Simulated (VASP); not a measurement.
Wanted: the native input for a VASP 6.6.1 run.

```
Task                   : single point
Functional             : r2SCAN
Potentials or basis    : VASP PAW PBE potentials, release 64 (Hf_pv)
Cutoff                 : 520 eV
k mesh                 : 20 × 20 × 20
Occupations            : gaussian, width 0.15 eV
Spin                   : no spin polarisation
Dipole correction      : no
Further INCAR settings : ALGO = Normal; EDIFF = 1e-06; NBANDS = 11
```

Crystal: Hf.

```
CELL_PARAMETERS angstrom
0.00000 2.56280 1.66582
2.56280 0.00000 1.66582
2.56280 2.56280 0.00000
ATOMIC_POSITIONS crystal
Hf 0.00000 0.00000 0.00000
```

This cell differs from its parent crystal: ratio of the length along z to the lengths across it x 0.65, volume and fractional coordinates fixed.

One way to write it, as run:

POSCAR

```
Hf
1.0
    0.0000000000      2.5628027946      1.6658218165
    2.5628027946      0.0000000000      1.6658218165
    2.5628027946      2.5628027946      0.0000000000
Hf
1
Direct
    0.0000000000      0.0000000000      0.0000000000
```

INCAR.step1

```
SYSTEM = Hf
PREC = Accurate
ENCUT = 520
ISMEAR = 0
SIGMA = 0.15
LREAL = .False.
LASPH = .True.
NELM = 100
NBANDS = 11
GGA = PE
ALGO = Normal
EDIFF = 1E-4
LWAVE = .True.
LCHARG = .False.
```

INCAR.step2

```
SYSTEM = Hf
PREC = Accurate
ENCUT = 520
EDIFF = 1E-6
ISMEAR = 0
SIGMA = 0.15
LREAL = .False.
LASPH = .True.
NELM = 100
ALGO = Normal
ISIF = 2
LWAVE = .False.
LCHARG = .True.
METAGGA = R2SCAN
LMIXTAU = .True.
LELF = .True.
LVHAR = .True.
NBANDS = 11
ISTART = 1
```

KPOINTS

```
regular mesh
0
Gamma
  20 20 20
  0 0 0
```

Potentials or basis: VASP PAW PBE potentials, release 64 (Hf_pv).

Launch:

```sh
$ cat potpaw_PBE.64/Hf_pv/POTCAR > POTCAR
$ cp INCAR.step1 INCAR
$ mpirun -np 1 vasp_std > vasp.out
$ cp INCAR.step2 INCAR
$ mpirun -np 1 vasp_std > vasp.out
```

It gave:

| Item | Value |
| --- | --- |
| Pressure | 1.1 GPa |
| Band gap on the k mesh | zero (band 5 reaches 6.16 eV, above the bottom of band 6 at 3.83 eV) |

Caveat: the PAW data sets were made with another functional, which shifts forces and pressure a little; spin-orbit coupling is left out, which moves the levels of the heavy elements.

It took 6.1 min on 1 thread of AMD EPYC 9R45 96-Core Processor (Zen 5), with other jobs on the host, peak memory 0.25 GiB.
